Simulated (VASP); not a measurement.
# Cd (P6_3/mmc) in VASP: further runs

Cd is run at these levels: LDA; tasks: single point.

All numbers are computed with VASP 6.6.1; they aren't measurements. Logs are shortened: lines on timing, memory, paths and dates and some standing lists are left out, and cuts for length are marked.

## (1) The cell of the first run

The structure is hexagonal, space group P6_3/mmc (No. 194). Conventional cell: a = 2.882 Å, b = 2.882 Å, c = 5.638 Å, α = 90.00°, β = 90.00°, γ = 120.00°. Cd (site symmetry -6m2) has 12 Cd at 2.88 to 3.27 Å within 3.8 Å.

## (2) Single point, LDA

File INCAR:

```
SYSTEM = Cd
  ALGO = Normal
  EDIFF = 1E-6
  ENCUT = 520
  ISIF = 2
  ISMEAR = 1
  LASPH = .True.
  LCHARG = .False.
  LREAL = .False.
  LWAVE = .False.
  NBANDS = 19
  NELM = 60
  PREC = Accurate
  SIGMA = 0.3
```

File KPOINTS:

```
k-points
0
Gamma
  13 13 6
  0 0 0
```

File POSCAR:

```
Cd
1.0
    2.8818641727      0.0000000000      0.0000000000
   -1.4409320863      2.4957675838      0.0000000000
    0.0000000000      0.0000000000      5.6383707528
Cd
2
Direct
    0.3333333333      0.6666666667      0.2500000000
    0.6666666667      0.3333333333      0.7500000000
```

Potentials or basis: VASP PAW LDA potentials, release 64 (Cd).

Started as:

```bash
$ cat potpaw_LDA.64/Cd/POTCAR > POTCAR
$ mpirun -np 1 vasp_std > vasp.out
```

OUTCAR:

```text
SYSTEM = Cd
   EDIFF = 1E-6
   ENCUT = 520
   ISIF = 2
   ISMEAR = 1
   LASPH = .True.
   LREAL = .False.
   NELM = 60
   PREC = Accurate

 ion  position               nearest neighbor table
   1  0.333  0.667  0.250-   2 3.27   2 3.27   2 3.27   2 3.27   2 3.27   2 3.27
   2  0.667  0.333  0.750-   1 3.27   1 3.27   1 3.27   1 3.27   1 3.27   1 3.27

  LATTYP: Found a hexagonal cell.
 ALAT       =     2.8818641727
 C/A-ratio  =     1.9565012141

  Lattice vectors:

 A1 = (   2.8818641727,   0.0000000000,   0.0000000000)
 A2 = (  -1.4409320863,   2.4957675838,   0.0000000000)
 A3 = (   0.0000000000,   0.0000000000,   5.6383707528)

Analysis of symmetry for initial positions (statically):
=====================================================================
 Subroutine PRICEL returns:
 Original cell was already a primitive cell.

 Routine SETGRP: Setting up the symmetry group for a
 hexagonal supercell.

 Subroutine GETGRP returns: Found 24 space group operations
 (whereof 12 operations were pure point group operations)
 out of a pool of 24 trial point group operations.

The static configuration has the point symmetry D_3d.
 The point group associated with its full space group is D_6h.

Analysis of symmetry for dynamics (positions and initial velocities):
=====================================================================
 Subroutine PRICEL returns:
 Original cell was already a primitive cell.

 Routine SETGRP: Setting up the symmetry group for a
 hexagonal supercell.

 Subroutine GETGRP returns: Found 24 space group operations
 (whereof 12 operations were pure point group operations)
 out of a pool of 24 trial point group operations.

The dynamic configuration has the point symmetry D_3d.
 The point group associated with its full space group is D_6h.

 Subroutine INISYM returns: Found 24 space group operations
 (whereof 12 operations are pure point group operations),
 and found     1 'primitive' translations

----------------------------------------------------------------------------------------

                                     Primitive cell

  volume of cell :      40.5538

  direct lattice vectors                    reciprocal lattice vectors
     2.881864173  0.000000000  0.000000000     0.346997617  0.200339167  0.000000000
    -1.440932086  2.495767584  0.000000000     0.000000000  0.400678335  0.000000000
     0.000000000  0.000000000  5.638370753     0.000000000  0.000000000  0.177356198

  length of vectors
     2.881864173  2.881864173  5.638370753     0.400678335  0.400678335  0.177356198

  position of ions in fractional coordinates (direct lattice)
     0.333333333  0.666666667  0.250000000
     0.666666667  0.333333333  0.750000000

  ion indices of the primitive-cell ions
   primitive index   ion index
                 1           1
                 2           2

----------------------------------------------------------------------------------------

 KPOINTS: k-points

Automatic generation of k-mesh.
 Grid dimensions read from file:
 generate k-points for:   13   13    6

 Generating k-lattice:

  Cartesian coordinates                     Fractional coordinates (reciprocal lattice)
     0.026692124  0.015410705  0.000000000     0.076923077 -0.000000000  0.000000000
     0.000000000  0.030821410  0.000000000     0.000000000  0.076923077  0.000000000
     0.000000000  0.000000000  0.029559366     0.000000000  0.000000000  0.166666667

  Length of vectors
     0.030821410  0.030821410  0.029559366

  Shift w.r.t. Gamma in fractional coordinates (k-lattice)
     0.000000000  0.000000000  0.000000000

 Subroutine IBZKPT returns following result:
 ===========================================

 Found     84 irreducible k-points:

 Following reciprocal coordinates:
            Coordinates               Weight
  0.000000  0.000000  0.000000      1.000000
  0.076923  0.000000  0.000000      6.000000
  0.153846 -0.000000  0.000000      6.000000
  0.230769 -0.000000  0.000000      6.000000
  0.307692 -0.000000  0.000000      6.000000
  0.384615  0.000000  0.000000      6.000000
[... 16 lines left out ...]
  0.076923  0.000000  0.166667     12.000000
  0.153846 -0.000000  0.166667     12.000000
 [... further k-points ...]
   k-points           NKPTS =     84   k-points in BZ     NKDIM =     84   number of bands    NBANDS=     19
   number of dos      NEDOS =    301   number of ions     NIONS =      2
   total plane-waves  NPLWV =  24192
   dimension x,y,z NGX =    24 NGY =   24 NGZ =   42
   dimension x,y,z NGXF=    48 NGYF=   48 NGZF=   84
   ions per type =               2
   NGX,Y,Z   is equivalent  to a cutoff of  13.84, 13.84, 12.38 a.u.
   NGXF,Y,Z  is equivalent  to a cutoff of  27.69, 27.69, 24.77 a.u.
 SYSTEM =  Cd
   PREC   = accura    normal or accurate (medium, high low for compatibility)
   ISTART =      0    job   : 0-new  1-cont  2-samecut
   ICHARG =      2    charge: 1-file 2-atom 10-const
   ISPIN  =      1    spin polarized calculation?
   LNONCOLLINEAR =      F non collinear calculations
   LSORBIT =      F    spin-orbit coupling
   LASPH  =      T    aspherical Exc in radial PAW
   ENCUT  =  520.0 eV  38.22 Ry    6.18 a.u.   5.36  5.36 10.48*2*pi/ulx,y,z
   NELM   =     60;   NELMIN=  2; NELMDL= -5     # of ELM steps
   EDIFF  = 0.1E-05   stopping-criterion for ELM
   LREAL  =      F    real-space projection
   EDIFFG = 0.1E-04   stopping-criterion for IOM
   NSW    =      0    number of steps for IOM
   IBRION =     -1    ionic relax: 0-MD 1-quasi-New 2-CG
   NFREE  =      0    steps in history (QN), initial steepest desc. (CG)
   ISIF   =      2    stress and relaxation
   ISYM   =      2    0-nonsym 1-usesym 2-fastsym
   POTIM  = 0.5000    time-step for ionic-motion
   TEBEG  =    0.0;   TEEND  =   0.0 temperature during run
   PSTRESS=    0.0 pullay stress
   NELECT =      24.0000    total number of electrons
   NUPDOWN=      -1.0000    fix difference up-down
   EMIN   =  10.00;   EMAX   =-10.00  energy-range for DOS
   EFERMI =   0.00;   METHOD = LEGACY
   ISMEAR =     1;   SIGMA  =   0.30  broadening in eV -4-tet -1-fermi 0-gaus
   EFERMI_NEDOS =   21; number of points for ismear=-14 and -15
   IALGO  =     38    algorithm
   IMIX   =      4    mixing-type and parameters
     AMIX     =   0.40;   BMIX     =  1.00
     AMIX_MAG =   1.60;   BMIX_MAG =  1.00
  volume/ion in A,a.u.               =      20.28       136.84
  Fermi-wavevector in a.u.,A,eV,Ry     =   1.374469  2.597369 25.703635  1.889164
  Thomas-Fermi vector in A             =   2.499892
   LORBIT       =      0    0 simple, 1 ext, 2 COOP (PROOUT), +10 PAW based schemes
   GGA     = CA    functional components
   LHFCALC =     F    Hartree Fock is set to
   AEXX    =    0.0000 exact exchange contribution
   IVDW    =     0    specifies the selected vdW correction
   LEPSILON=     F    determine dielectric tensor
   LRPA    =     F    only Hartree local field effects (RPA)
 non-spin polarized calculation
 Methfessel and Paxton  Order N= 1 SIGMA  =   0.30
  energy-cutoff  :      520.00
  volume of cell :       40.55
 maximum number of plane-waves:      1136
 NGX is ok and might be reduce to    24
   NGX = 11   NGY = 11   NGZ = 21

 number of electron      23.9999994 magnetization

 Free energy of the ion-electron system (eV)
  ---------------------------------------------------
  ext. energy  EPLUGINS =         0.00000000
  ---------------------------------------------------
  free energy    TOTEN  =        -3.03751475 eV

  energy without entropy =       -3.03827464  energy(sigma->0) =       -3.03776805

 E-fermi :   3.0637     XC(G=0): -11.6948

 val. band max:        2.9507156254   @ k =   0.1538   0.0769   0.1667
 cond. band min:       3.0909995567   @ k =   0.3077  -0.0000   0.0000
 fundamental gap:      0.1402839313
 Fermi energy:         3.0637100205

 k-point     1 :       0.0000    0.0000    0.0000
  band No.  band energies     occupation
      1      -7.0194      2.00000
      2      -6.7920      2.00000
      3      -6.2161      2.00000
      4      -6.2161      2.00000
      5      -6.1667      2.00000
      6      -6.1667      2.00000
[... 11 lines left out ...]
     18      19.3296      0.00000
     19      19.5979      0.00000

 k-point     2 :       0.0769    0.0000    0.0000
  band No.  band energies     occupation
      1      -6.9413      2.00000
      2      -6.6974      2.00000
      3      -6.2487      2.00000
      4      -6.1960      2.00000
      5      -6.1496      2.00000
      6      -6.1019      2.00000
[... 11 lines left out ...]
     18      18.2883      0.00000
     19      20.1177      0.00000

 k-point     3 :       0.1538   -0.0000    0.0000
  band No.  band energies     occupation
      1      -6.7824      2.00000
      2      -6.5433      2.00000
      3      -6.3253      2.00000
      4      -6.1973      2.00000
      5      -5.9611      2.00000
      6      -5.9187      2.00000
[... 11 lines left out ...]
     18      17.9027      0.00000
     19      18.3697      0.00000

 k-point     4 :       0.2308   -0.0000    0.0000
  band No.  band energies     occupation
      1      -6.7919      2.00000
      2      -6.5766      2.00000
      3      -6.2398      2.00000
      4      -6.0791      2.00000
      5      -6.0171      2.00000
      6      -5.7853      2.00000
[... 407 lines left out ...]
     18      19.4430      0.00000
     19      19.4430      0.00000

 k-point    23 :       0.0769    0.0000    0.1667
  band No.  band energies     occupation
      1      -6.9248      2.00000
      2      -6.7127      2.00000
      3      -6.2465      2.00000
      4      -6.2017      2.00000
      5      -6.1499      2.00000
      6      -6.1080      2.00000
[... 11 lines left out ...]
     18      19.4318      0.00000
     19      19.6218      0.00000

 k-point    24 :       0.1538   -0.0000    0.1667
  band No.  band energies     occupation
      1      -6.7659      2.00000
      2      -6.5575      2.00000
      3      -6.3166      2.00000
      4      -6.2168      2.00000
      5      -5.9633      2.00000
      6      -5.9255      2.00000
[... 11 lines left out ...]
     18      18.0275      0.00000
     19      19.3936      0.00000

 [... further k-points ...]

------------------------ aborting loop because EDIFF is reached ----------------------------------------

  FORCE on cell =-STRESS in cart. coord.  units (eV):
  Direction    XX          YY          ZZ          XY          YZ          ZX
  --------------------------------------------------------------------------------------
  -------------------------------------------------------------------------------------
  Total        0.5124274      0.5124274     -0.4515585      0.0000000     -0.0000000      0.0000000
  in kB       20.2447137     20.2447137    -17.8399392      0.0000000     -0.0000000      0.0000000
  external PRESSURE =       7.5498294 kB  Pullay stress =       0.0000000 kB

 VOLUME and BASIS-vectors are now :
 -----------------------------------------------------------------------------
  energy-cutoff  :      520.00
  volume of cell :       40.55
      direct lattice vectors                 reciprocal lattice vectors
     2.881864173  0.000000000  0.000000000     0.346997617  0.200339167  0.000000000
    -1.440932086  2.495767584  0.000000000     0.000000000  0.400678335  0.000000000
     0.000000000  0.000000000  5.638370753     0.000000000  0.000000000  0.177356198

 POSITION                                       TOTAL-FORCE (eV/Angst)
 -----------------------------------------------------------------------------------
     -0.00000      1.66385      1.40959        -0.000000      0.000000      0.000000
      1.44093      0.83192      4.22878         0.000000     -0.000000      0.000000
 -----------------------------------------------------------------------------------
    total drift:                               -0.000000      0.000000      0.000000

  FREE ENERGIE OF THE ION-ELECTRON SYSTEM (eV)
  ---------------------------------------------------
  free  energy   TOTEN  =        -3.0375147522 eV

  energy  without entropy=       -3.0382746385  energy(sigma->0) =       -3.03776805
```

It took 61 s on 1 thread of AMD EPYC 7R13, shared host; peak memory 0.15 GiB.

What came out:

- Free energy: -3.0375 eV
- Pressure: 0.8 GPa
- Band gap on the k mesh: zero (bands 12 and 13 overlap by 4.69 eV)

Stress tensor (GPa, compression positive):
```
 2.02  0.00  0.00
 0.00  2.02  0.00
 0.00  0.00 -1.78
```

Caveat: so wide a smearing shifts energies and pressures.

## (3) Single point, LDA

File INCAR:

```
ALGO     = Normal         # electronic algorithm
EDIFF    = 1E-6           # SCF threshold, eV
ENCUT    = 520            # plane-wave cutoff, eV
ISIF     = 2              # what is computed and relaxed
ISMEAR   = 1              # smearing method
LASPH    = T              # aspherical terms in the spheres
LCHARG   = F              # write CHGCAR
LREAL    = F              # projectors in reciprocal space
LWAVE    = F              # write WAVECAR
NBANDS   = 19             # bands
NELM     = 100            # most SCF steps
PREC     = Accurate       # precision mode
SIGMA    = 0.6            # smearing width, eV
```

File KPOINTS:

```
k-points
0
Gamma
  13 13 6
```

POSCAR is that of step 2.

Potentials or basis: VASP PAW LDA potentials, release 64 (Cd).

Started as:

```bash
$ cat potpaw_LDA.64/Cd/POTCAR > POTCAR
$ mpirun -np 1 vasp_std > vasp.out
```

It took 63 s on 1 thread of AMD EPYC 7R13, shared host; peak memory 0.15 GiB.

Results (log left out):

| Quantity | Value |
| --- | --- |
| Free energy | -3.0344 eV |
| Pressure | 0.7 GPa |
| Band gap on the k mesh | zero (bands 12 and 13 overlap by 4.69 eV) |

Stress tensor (GPa, compression positive):
```
 1.67  0.00  0.00
 0.00  1.67  0.00
 0.00  0.00 -1.25
```

Levels at points of the mesh, in eV from the Fermi level:
```
           k point  band 10  band 11  band 12  band 13  band 14  band 15
(0.00, 0.00, 0.00)    -8.39    -8.39    -3.37    -3.33    10.00    14.77
(0.00, 0.00, 0.50)    -8.50    -7.69    -7.69     3.37     3.37    15.56
```

Caveat: so wide a smearing shifts energies and pressures.

## (4) Single point, LDA

File INCAR:

```
ALGO = Normal ; EDIFF = 1E-6
ENCUT = 520 ; GGA = CA
ISIF = 2 ; ISMEAR = 1
LASPH = T ; LCHARG = T
LELF = T ; LREAL = F
LVHAR = T ; LWAVE = F
NBANDS = 19 ; NELM = 100
PREC = Accurate ; SIGMA = 1.0
```

KPOINTS is that of step 3.

POSCAR is that of step 3.

Started as:

```bash
$ cat potpaw_LDA.64/Cd/POTCAR > POTCAR
$ mpirun -np 1 vasp_std > vasp.out
```

It took 64 s on 1 thread of AMD EPYC 7R13, shared host; peak memory 0.15 GiB.

Results (log left out):

```yaml
Free_energy: -3.0233 eV
Pressure: 0.7 GPa
Band_gap_on_the_k_mesh: zero (bands 12 and 13 overlap by 4.69 eV)
```

Stress tensor (GPa, compression positive):
```
 1.45  0.00  0.00
 0.00  1.45  0.00
 0.00  0.00 -0.87
```

Levels at points of the mesh, in eV from the Fermi level:
| k point | band 9 | band 10 | band 11 | band 12 | band 13 | band 14 | band 15 | band 16 |
| --- | --- | --- | --- | --- | --- | --- | --- | --- |
| (0.00, 0.00, 0.00) | -8.71 | -8.47 | -8.47 | -3.44 | -3.40 | 9.92 | 14.69 | 15.18 |
| (0.00, 0.00, 0.50) | -8.57 | -8.57 | -7.76 | -7.76 | 3.30 | 3.30 | 15.49 | 15.49 |

Caveat: so wide a smearing shifts energies and pressures.

## (5) Summary

```csv
smearing,gap on the mesh (eV),pressure (GPa)
methfessel-paxton 0.3 eV,none,0.8
methfessel-paxton 0.6 eV,none,0.7
methfessel-paxton 1 eV,none,0.7
```

Alike in all rows: task single point; level LDA; potentials or basis VASP PAW LDA potentials, release 64 (Cd); no spin polarisation; cell as given; k mesh 13 × 13 × 6; cutoff (eV) 520.

Caveats: so wide a smearing shifts energies and pressures.

Total energies depend on the potentials used, so only differences within one code and one set of settings carry meaning.
